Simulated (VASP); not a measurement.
Input of a VASP 6.6.1 run:

The input INCAR:

```
ALGO     = Normal         # electronic algorithm
EDIFF    = 1E-6           # SCF threshold, eV
EDIFFG   = -0.05          # ionic threshold
ENCUT    = 600            # plane-wave cutoff, eV
GGA      = PE             # functional
IBRION   = 2              # ionic algorithm
ISIF     = 3              # what is computed and relaxed
ISMEAR   = 0              # smearing method
IVDW     = 12             # dispersion correction
LASPH    = T              # aspherical terms in the spheres
LCHARG   = F              # write CHGCAR
LREAL    = F              # projectors in reciprocal space
LWAVE    = F              # write WAVECAR
NELM     = 100            # most SCF steps
NSW      = 80             # ionic steps
PREC     = Accurate       # precision mode
SIGMA    = 0.1            # smearing width, eV
```

File KPOINTS:

```
k-points
0
Gamma
  6 6 1
```

POSCAR

```
Sn
1.0
    3.6331396613      0.0000000000      0.0000000000
   -1.8165698306      3.1463912422      0.0000000000
    0.0000000000      0.0000000000     35.2550050044
Sn
4
Direct
    0.0000000000      0.0000000000      0.5711557781
    0.0000000000      0.0000000000      0.4288442219
    0.3333333333      0.6666666667      0.4288237727
    0.6666666667      0.3333333333      0.5711762273
```

Potentials or basis: VASP PAW PBE potentials, release 64 (Sn_d).

Command:

```sh
$ cat potpaw_PBE.64/Sn_d/POTCAR > POTCAR
$ mpirun -np 1 vasp_std > vasp.out
```

(1) Estimate the dispersion energy per atom.

(2) What does it give for the band gap on the k mesh?

(3) What does it give for the relaxed cell?

(4) Predict the space group after relaxing (to 0.05 Å).

Results:

(1) -0.211 eV.

(2) zero (band 28 reaches -0.10 eV, above the bottom of band 29 at -1.87 eV).

(3) a = 4.998 Å, b = 4.998 Å, c = 18.639 Å, α = 90.00°, β = 90.00°, γ = 120.00°.

(4) P-3m1 (No. 164).

Caveat: spin-orbit coupling is left out, which moves the levels of the heavy elements.
